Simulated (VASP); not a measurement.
# Zn3S (I4/mmm) in VASP: single point with PBE

Aim: the single point of Zn3S with PBE.

Program: VASP 6.6.1. These are calculated values, not measurements. Logs are shortened: lines on timing, memory, paths and dates and some standing lists are left out, and cuts for length are marked.

**1. The cell of the first run**

The structure is tetragonal, space group I4/mmm (No. 139). The conventional cell has a = 3.541 Å, b = 3.541 Å, c = 11.576 Å, α = 90.00°, β = 90.00°, γ = 90.00°. Within 3.3 Å of Zn (site symmetry 4/mmm) lie 4 S at 2.50 Å. Within 3.3 Å of Zn (site symmetry -4m2) lie 4 Zn at 2.50 Å. Within 3.3 Å of S (site symmetry 4/mmm) lie 4 Zn at 2.50 Å.

**2. Single point, PBE**

File INCAR:

```
SYSTEM = Zn3S
  PREC = Accurate
  ENCUT = 520
  EDIFF = 1E-6
  ISMEAR = 0
  SIGMA = 0.1
  LREAL = .False.
  LASPH = .True.
  NELM = 60
  ALGO = Normal
  ISIF = 2
  LWAVE = .False.
  LCHARG = .True.
  GGA = PE
  LELF = .True.
  LVHAR = .True.
  NBANDS = 29
```

File KPOINTS:

```
Automatic mesh
0
Gamma
  16 16 16
  0 0 0
```

File POSCAR:

```
Zn3S
1.0
   -1.7706791127      1.7706791127      5.7880635024
    1.7706791127     -1.7706791127      5.7880635024
    1.7706791127      1.7706791127     -5.7880635024
Zn S
3 1
Direct
    0.5000000000      0.5000000000      0.0000000000
    0.2500000000      0.7500000000      0.5000000000
    0.7500000000      0.2500000000      0.5000000000
    0.0000000000      0.0000000000      0.0000000000
```

Potentials or basis: VASP PAW PBE potentials, release 64 (Zn, S).

Run with:

```
cat potpaw_PBE.64/Zn/POTCAR potpaw_PBE.64/S/POTCAR > POTCAR
mpirun -np 1 vasp_std > vasp.out
```

OUTCAR:

```text
SYSTEM = Zn3S
   PREC = Accurate
   ENCUT = 520
   EDIFF = 1E-6
   ISMEAR = 0
   LREAL = .False.
   LASPH = .True.
   NELM = 60
   ISIF = 2
   GGA = PE

 ion  position               nearest neighbor table
   1  0.500  0.500  0.000-   4 2.50   4 2.50   4 2.50   4 2.50
   2  0.250  0.750  0.500-   3 2.50   3 2.50   3 2.50   3 2.50
   3  0.750  0.250  0.500-   2 2.50   2 2.50   2 2.50   2 2.50
   4  0.000  0.000  0.000-   1 2.50   1 2.50   1 2.50   1 2.50

  LATTYP: Found a body centered tetragonal cell.
 ALAT       =     3.5413582254
 C/A-ratio  =     3.2688381881

  Lattice vectors:

 A1 = (  -1.7706791127,   1.7706791127,   5.7880635024)
 A2 = (   1.7706791127,  -1.7706791127,   5.7880635024)
 A3 = (   1.7706791127,   1.7706791127,  -5.7880635024)

Analysis of symmetry for initial positions (statically):
=====================================================================
 Subroutine PRICEL returns:
 Original cell was already a primitive cell.

 Routine SETGRP: Setting up the symmetry group for a
 body centered tetragonal supercell.

 Subroutine GETGRP returns: Found 16 space group operations
 (whereof 16 operations were pure point group operations)
 out of a pool of 16 trial point group operations.

The static configuration has the point symmetry D_4h.

Analysis of symmetry for dynamics (positions and initial velocities):
=====================================================================
 Subroutine PRICEL returns:
 Original cell was already a primitive cell.

 Routine SETGRP: Setting up the symmetry group for a
 body centered tetragonal supercell.

 Subroutine GETGRP returns: Found 16 space group operations
 (whereof 16 operations were pure point group operations)
 out of a pool of 16 trial point group operations.

The dynamic configuration has the point symmetry D_4h.

 Subroutine INISYM returns: Found 16 space group operations
 (whereof 16 operations are pure point group operations),
 and found     1 'primitive' translations

----------------------------------------------------------------------------------------

                                     Primitive cell

  volume of cell :      72.5894

  direct lattice vectors                    reciprocal lattice vectors
    -1.770679113  1.770679113  5.788063502     0.000000000  0.282377533  0.086384678
     1.770679113 -1.770679113  5.788063502     0.282377533  0.000000000  0.086384678
     1.770679113  1.770679113 -5.788063502     0.282377533  0.282377533  0.000000000

  length of vectors
     6.306527424  6.306527424  6.306527424     0.295295418  0.295295418  0.399342137

  position of ions in fractional coordinates (direct lattice)
     0.500000000  0.500000000  0.000000000
     0.250000000  0.750000000  0.500000000
     0.750000000  0.250000000  0.500000000
     0.000000000  0.000000000  0.000000000

  ion indices of the primitive-cell ions
   primitive index   ion index
                 1           1
                 2           2
                 3           3
                 4           4

----------------------------------------------------------------------------------------

 KPOINTS: Automatic mesh

Automatic generation of k-mesh.
 Grid dimensions read from file:
 generate k-points for:   16   16   16

 Generating k-lattice:

  Cartesian coordinates                     Fractional coordinates (reciprocal lattice)
     0.000000000  0.017648596  0.005399042     0.062500000  0.000000000 -0.000000000
     0.017648596  0.000000000  0.005399042     0.000000000  0.062500000 -0.000000000
     0.017648596  0.017648596  0.000000000     0.000000000  0.000000000  0.062500000

  Length of vectors
     0.018455964  0.018455964  0.024958884

  Shift w.r.t. Gamma in fractional coordinates (k-lattice)
     0.000000000  0.000000000  0.000000000

 Subroutine IBZKPT returns following result:
 ===========================================

 Found    349 irreducible k-points:

 Following reciprocal coordinates:
            Coordinates               Weight
  0.000000  0.000000  0.000000      1.000000
  0.062500 -0.000000  0.000000      8.000000
  0.125000 -0.000000  0.000000      8.000000
  0.187500  0.000000  0.000000      8.000000
  0.250000 -0.000000  0.000000      8.000000
  0.312500 -0.000000  0.000000      8.000000
[... 16 lines left out ...]
 -0.125000  0.062500 -0.000000     16.000000
 -0.062500  0.062500  0.000000      4.000000
 [... further k-points ...]
   k-points           NKPTS =    349   k-points in BZ     NKDIM =    349   number of bands    NBANDS=     29
   number of dos      NEDOS =    301   number of ions     NIONS =      4
   total plane-waves  NPLWV = 110592
   dimension x,y,z NGX =    48 NGY =   48 NGZ =   48
   dimension x,y,z NGXF=    96 NGYF=   96 NGZF=   96
   ions per type =               3   1
   NGX,Y,Z   is equivalent  to a cutoff of  12.65, 12.65, 12.65 a.u.
   NGXF,Y,Z  is equivalent  to a cutoff of  25.31, 25.31, 25.31 a.u.
 SYSTEM =  Zn3S
   PREC   = accura    normal or accurate (medium, high low for compatibility)
   ISTART =      0    job   : 0-new  1-cont  2-samecut
   ICHARG =      2    charge: 1-file 2-atom 10-const
   ISPIN  =      1    spin polarized calculation?
   LNONCOLLINEAR =      F non collinear calculations
   LSORBIT =      F    spin-orbit coupling
   LASPH  =      T    aspherical Exc in radial PAW
   ENCUT  =  520.0 eV  38.22 Ry    6.18 a.u.  11.73 11.73 11.73*2*pi/ulx,y,z
   NELM   =     60;   NELMIN=  2; NELMDL= -5     # of ELM steps
   EDIFF  = 0.1E-05   stopping-criterion for ELM
   LREAL  =      F    real-space projection
   EDIFFG = 0.1E-04   stopping-criterion for IOM
   NSW    =      0    number of steps for IOM
   IBRION =     -1    ionic relax: 0-MD 1-quasi-New 2-CG
   NFREE  =      0    steps in history (QN), initial steepest desc. (CG)
   ISIF   =      2    stress and relaxation
   ISYM   =      2    0-nonsym 1-usesym 2-fastsym
   POTIM  = 0.5000    time-step for ionic-motion
   TEBEG  =    0.0;   TEEND  =   0.0 temperature during run
   PSTRESS=    0.0 pullay stress
   NELECT =      42.0000    total number of electrons
   NUPDOWN=      -1.0000    fix difference up-down
   EMIN   =  10.00;   EMAX   =-10.00  energy-range for DOS
   EFERMI =   0.00;   METHOD = LEGACY
   ISMEAR =     0;   SIGMA  =   0.10  broadening in eV -4-tet -1-fermi 0-gaus
   EFERMI_NEDOS =   21; number of points for ismear=-14 and -15
   IALGO  =     38    algorithm
   IMIX   =      4    mixing-type and parameters
     AMIX     =   0.40;   BMIX     =  1.00
     AMIX_MAG =   1.60;   BMIX_MAG =  1.00
  volume/ion in A,a.u.               =      18.15       122.46
  Fermi-wavevector in a.u.,A,eV,Ry     =   1.364165  2.577898 25.319712  1.860946
  Thomas-Fermi vector in A             =   2.490505
   LORBIT       =      0    0 simple, 1 ext, 2 COOP (PROOUT), +10 PAW based schemes
   GGA     = PE    functional components
   LHFCALC =     F    Hartree Fock is set to
   AEXX    =    0.0000 exact exchange contribution
   IVDW    =     0    specifies the selected vdW correction
   LEPSILON=     F    determine dielectric tensor
   LRPA    =     F    only Hartree local field effects (RPA)
 non-spin polarized calculation
 Gauss-broadening in eV      SIGMA  =   0.10
  energy-cutoff  :      520.00
  volume of cell :       72.59
 maximum number of plane-waves:      2010
   NGX = 23   NGY = 23   NGZ = 23

 number of electron      41.9999981 magnetization

 Free energy of the ion-electron system (eV)
  ---------------------------------------------------
  ext. energy  EPLUGINS =         0.00000000
  ---------------------------------------------------
  free energy    TOTEN  =        -7.37288987 eV

  energy without entropy =       -7.36857739  energy(sigma->0) =       -7.37073363

 E-fermi :   2.9708     XC(G=0): -10.4637

 val. band max:        2.9640163351   @ k =   0.5000   0.1875   0.1250
 cond. band min:       2.9813281069   @ k =   0.2500   0.1875   0.1250
 fundamental gap:      0.0173117719
 Fermi energy:         2.9707762133

 k-point     1 :       0.0000    0.0000    0.0000
  band No.  band energies     occupation
      1     -10.8773      2.00000
      2      -5.4697      2.00000
      3      -5.1437      2.00000
      4      -5.0658      2.00000
      5      -4.4813      2.00000
      6      -4.4813      2.00000
[... 21 lines left out ...]
     28      12.8053      0.00000
     29      13.4933      0.00000

 k-point     2 :       0.0625   -0.0000    0.0000
  band No.  band energies     occupation
      1     -10.8490      2.00000
      2      -5.4374      2.00000
      3      -5.1317      2.00000
      4      -5.0517      2.00000
      5      -4.4832      2.00000
      6      -4.4770      2.00000
[... 21 lines left out ...]
     28      12.8517      0.00000
     29      12.9863      0.00000

 k-point     3 :       0.1250   -0.0000    0.0000
  band No.  band energies     occupation
      1     -10.7663      2.00000
      2      -5.3430      2.00000
      3      -5.0955      2.00000
      4      -5.0101      2.00000
      5      -4.4874      2.00000
      6      -4.4647      2.00000
[... 21 lines left out ...]
     28      12.0483      0.00000
     29      12.5852      0.00000

 k-point     4 :       0.1875    0.0000    0.0000
  band No.  band energies     occupation
      1     -10.6356      2.00000
      2      -5.1951      2.00000
      3      -5.0357      2.00000
      4      -4.9435      2.00000
      5      -4.4923      2.00000
      6      -4.4470      2.00000
[... 21 lines left out ...]
     28      11.0754      0.00000
     29      12.3847      0.00000

 k-point     5 :       0.2500   -0.0000    0.0000
  band No.  band energies     occupation
      1     -10.4690      2.00000
      2      -5.0105      2.00000
      3      -4.9528      2.00000
      4      -4.8557      2.00000
      5      -4.5028      2.00000
      6      -4.4354      2.00000
[... 21 lines left out ...]
     28      10.5104      0.00000
     29      12.0015      0.00000
[... 510 lines left out ...]
     28      10.8461      0.00000
     29      12.0510      0.00000

 k-point    22 :      -0.1875    0.0625    0.0000
  band No.  band energies     occupation
      1     -10.6129      2.00000
      2      -5.1954      2.00000
      3      -4.9928      2.00000
      4      -4.9295      2.00000
      5      -4.5185      2.00000
      6      -4.4173      2.00000
[... 21 lines left out ...]
     28      11.2756      0.00000
     29      12.3728      0.00000

 k-point    23 :      -0.1250    0.0625   -0.0000
  band No.  band energies     occupation
      1     -10.7412      2.00000
      2      -5.3196      2.00000
      3      -5.0731      2.00000
      4      -4.9960      2.00000
      5      -4.5072      2.00000
      6      -4.4404      2.00000
[... 21 lines left out ...]
     28      11.3357      0.00000
     29      12.7738      0.00000

 k-point    24 :      -0.0625    0.0625    0.0000
  band No.  band energies     occupation
      1     -10.8220      2.00000
      2      -5.4056      2.00000
      3      -5.1174      2.00000
      4      -5.0376      2.00000
      5      -4.4949      2.00000
      6      -4.4616      2.00000
[... 21 lines left out ...]
     28      12.2464      0.00000
     29      12.8178      0.00000

 [... further k-points ...]
[... 5 lines left out ...]
  --------------------------------------------------------------------------------------
  -------------------------------------------------------------------------------------
  Total        0.1091156      0.1091156      0.0013761      0.0000000      0.0000000      0.0000000
  in kB        2.4083759      2.4083759      0.0303737      0.0000000      0.0000000      0.0000000
  external PRESSURE =       1.6157085 kB  Pullay stress =       0.0000000 kB

 VOLUME and BASIS-vectors are now :
 -----------------------------------------------------------------------------
  energy-cutoff  :      520.00
  volume of cell :       72.59
      direct lattice vectors                 reciprocal lattice vectors
    -1.770679113  1.770679113  5.788063502     0.000000000  0.282377533  0.086384678
     1.770679113 -1.770679113  5.788063502     0.282377533  0.000000000  0.086384678
     1.770679113  1.770679113 -5.788063502     0.282377533  0.282377533  0.000000000

 POSITION                                       TOTAL-FORCE (eV/Angst)
 -----------------------------------------------------------------------------------
      0.00000      0.00000      5.78806         0.000000     -0.000000      0.000000
      1.77068      0.00000      2.89403         0.000000      0.000000     -0.000000
      0.00000      1.77068      2.89403        -0.000000      0.000000     -0.000000
      0.00000      0.00000      0.00000         0.000000     -0.000000      0.000000
 -----------------------------------------------------------------------------------
    total drift:                                0.000000     -0.000000      0.000000

  FREE ENERGIE OF THE ION-ELECTRON SYSTEM (eV)
  ---------------------------------------------------
  free  energy   TOTEN  =        -7.3728898734 eV

  energy  without entropy=       -7.3685773864  energy(sigma->0) =       -7.37073363
```

Run time: 18 min. Hardware: 1 thread of AMD EPYC 9R45 (Zen 5), shared host; peak memory 0.73 GiB.

What came out:

```yaml
Free_energy: -7.3729 eV
Pressure: 0.2 GPa
Band_gap_on_the_k_mesh: zero (band 21 reaches 4.20 eV, above the bottom of band 22 at 2.04 eV)
```

Levels at points of the mesh, in eV from the Fermi level:
| k point | band 19 | band 20 | band 21 | band 22 | band 23 | band 24 |
| --- | --- | --- | --- | --- | --- | --- |
| (0.00, 0.00, 0.00) | -2.45 | -2.45 | 0.04 | 2.33 | 3.26 | 3.26 |
| (0.50, 0.00, 0.00) | -4.28 | -1.53 | -0.86 | 1.09 | 3.98 | 4.11 |
| (0.50, 0.50, 0.00) | -2.92 | -2.63 | -0.83 | -0.50 | -0.26 | -0.13 |
| (0.50, 0.50, 0.50) | -2.52 | -1.84 | -1.46 | 2.10 | 3.63 | 3.63 |
